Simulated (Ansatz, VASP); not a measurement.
KBr: VASP beside Ansatz

Contents of INCAR:

```
SYSTEM = KBr
  PREC = Accurate
  ENCUT = 520
  EDIFF = 1E-6
  ISMEAR = 0
  SIGMA = 0.05
  LREAL = .FALSE.
  LASPH = .TRUE.
  NELM = 100
  ALGO = Normal
  ISIF = 2
  LWAVE = .FALSE.
  LCHARG = .FALSE.
  GGA = PS
  NBANDS = 15
```

KPOINTS

```
Automatic mesh
0
G
  8 8 8
  0 0 0
```

File POSCAR:

```
KBr
1.0
   -0.7097125624      2.9612144845      2.9612144845
    2.9612144845     -0.7097125624      2.9612144845
    2.9612144845      2.9612144845     -0.7097125624
K Br
1 1
Direct
    0.0000000000      0.0000000000      0.0000000000
    0.5000000000      0.5000000000      0.5000000000
```

Input for Ansatz:

```yaml
crystal:
  lattice:
    - [-0.7097125624, 2.9612144845, 2.9612144845]
    - [2.9612144845, -0.7097125624, 2.9612144845]
    - [2.9612144845, 2.9612144845, -0.7097125624]
  atoms:
    - { symbol: K, position: [0.0, 0.0, 0.0] }
    - { symbol: Br, position: [0.5, 0.5, 0.5] }
basis:
  ecutwfc: 420
kpoints:
  mp_grid: { grid: [8, 8, 8] }
hamiltonian:
  xc: pbesol
scf:
  occupations: { method: gaussian, width: 0.05 }
output:
  forces: true
  stress: true
  eigenvalues: true
```

Alike in both runs: task single point; functional PBEsol; k mesh 8 × 8 × 8; occupations gaussian, width 0.05 eV; no spin polarisation.

|  | VASP | Ansatz |
| --- | --- | --- |
| version | VASP 6.6.1 | Ansatz 0.2.0 |
| potentials or method | VASP PAW PBE potentials, release 64 (K_sv, Br), cutoff 520 eV | scalar-relativistic, plane waves, PAW |
| valence electrons in the cell | 16 | 16 |

|  | VASP | Ansatz | Ansatz less VASP |
| --- | --- | --- | --- |
| gap on the k mesh at the Fermi level (eV) | 3.77 | 3.78 | +0.002 |
| least direct gap on the mesh (eV) | 3.77 | 3.78 | +0.002 |
| pressure (GPa) | -0.7 | -0.8 | -0.04 |
| traceless stress, the component that is largest in VASP (GPa) | 0.42 | 0.43 | +0.009 |

VASP's potentials were made for PBE, not for PBEsol. The functional is the same, so the differences come from potentials, cutoffs and numerics.
